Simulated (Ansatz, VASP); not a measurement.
## One calculation of SnO2, two programs

File INCAR:

```
SYSTEM = SnO2
PREC = Accurate
ENCUT = 600
EDIFF = 1E-7
ISMEAR = -1
SIGMA = 0.05
LREAL = .False.
LASPH = .True.
NELM = 60
ALGO = Normal
ISIF = 3
LWAVE = .False.
LCHARG = .False.
GGA = PE
IBRION = 2
NSW = 80
EDIFFG = -0.005
```

Contents of KPOINTS:

```
Automatic mesh
0
Gamma
  7 5 4
  0 0 0
```

File POSCAR:

```
SnO2
1.0
    3.0232700000      0.0000000000      0.0000000000
    0.0000000000      4.9646800000      0.0000000000
    0.0000000000      0.0000000000      5.9769600000
Sn O
1 2
Direct
    0.5000000000      0.5000000000      0.0000000000
    0.0000000000      0.5000000000      0.7757200000
    0.0000000000      0.5000000000      0.2242800000
```

input.yaml

```yaml
crystal:
  lattice:
    - [3.02327, 0.0, 0.0]
    - [0.0, 4.96468, 0.0]
    - [0.0, 0.0, 5.97696]
  atoms:
    - { symbol: Sn, position: [0.5, 0.5, 0.0] }
    - { symbol: O, position: [0.0, 0.5, 0.77572] }
    - { symbol: O, position: [0.0, 0.5, 0.22428] }
kpoints:
  mp_grid: { grid: [7, 5, 4] }
scf:
  occupations: { method: fermi_dirac, width: 0.05 }
hamiltonian:
  xc: pbe
  pseudopotentials: { kind: all_electron, lapw: { basis_error: 0.002 } }
output:
  forces: true
  stress: true
relax:
  f_tol: 0.005
  max_steps: 60
  cell: {}
```

Alike in both runs: task relaxation of cell and atoms; functional PBE; k mesh 7 × 5 × 4; occupations fermi-dirac, width 0.05 eV; no spin polarisation.

|  | VASP | Ansatz |
| --- | --- | --- |
| version | VASP 6.6.1 | Ansatz 0.2.0 |
| potentials or method | VASP PAW PBE potentials, release 64 (Sn_d, O), cutoff 600 eV | all-electron LAPW, scalar-relativistic |

VASP gave:

- gap on the k mesh at the Fermi level, each at its own relaxed structure (eV): 1.66
- relaxed volume (Å³/atom): 37.46
- relaxed cell length with the largest relative difference (Å): 5.714

**Question.** Which values does Ansatz return?

**Answer.** gap on the k mesh at the Fermi level, each at its own relaxed structure (eV): 2.19; relaxed volume (Å³/atom): 166.82; relaxed cell length with the largest relative difference (Å): 12.454.

One of these differences is far larger than is usual between the two programs; its cause wasn't traced. Ansatz ran all-electron here, and VASP with PAW potentials.

Noted on VASP's run: the volume moved by over 15 % at a fixed basis, so the end points are rough. Noted on Ansatz's run: the volume moved by over 15 % at a fixed basis, so the end points are rough.
